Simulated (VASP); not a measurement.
Set up this calculation in VASP 6.6.1, as the native input.

| Item | Value |
| --- | --- |
| Task | single point |
| Functional | PBE |
| Potentials or basis | VASP PAW PBE potentials, release 64 (B, N) |
| Cutoff | 600 eV |
| k mesh | 4 × 4 × 4 |
| Occupations | gaussian, width 0.01 eV |
| Spin | no spin polarisation |
| Dipole correction | no |
| Further INCAR settings | ALGO = Normal; EDIFF = 1e-06; NBANDS = 11 |

The structure of BN lies in POSCAR:

```
BN
1.0
    0.0000000000      1.8317922021      1.8317922021
    1.8317922021      0.0000000000      1.8317922021
    1.8317922021      1.8317922021      0.0000000000
B N
1 1
Direct
    0.0000000000      0.0000000000      0.0000000000
    0.2500000000      0.2500000000      0.2500000000
```

These files were run (other wordings do the same):

INCAR

```
PREC = Accurate ; ENCUT = 600
EDIFF = 1E-6 ; ISMEAR = 0
SIGMA = 0.01 ; LREAL = F
LASPH = T ; NELM = 120
ALGO = Normal ; ISIF = 2
LWAVE = F ; LCHARG = T
GGA = PE ; LELF = T
LVHAR = T ; NBANDS = 11
GGA_COMPAT = F
```

KPOINTS

```
regular mesh
0
Gamma
  4 4 4
```

Potentials or basis: VASP PAW PBE potentials, release 64 (B, N).

The run is started by

```sh
$ cat potpaw_PBE.64/B/POTCAR potpaw_PBE.64/N/POTCAR > POTCAR
$ mpirun -np 1 vasp_std > vasp.out
```

Results of the run:

```yaml
Pressure: -10.7 GPa
Band_gap_on_the_k_mesh: 4.39 eV, indirect (least direct gap 8.60 eV)
```

Caveat: the k points lie up to 0.74 Å⁻¹ apart.

It used 4.4 s of CPU time on 1 thread of Intel Xeon 8259CL, with other jobs on the host.
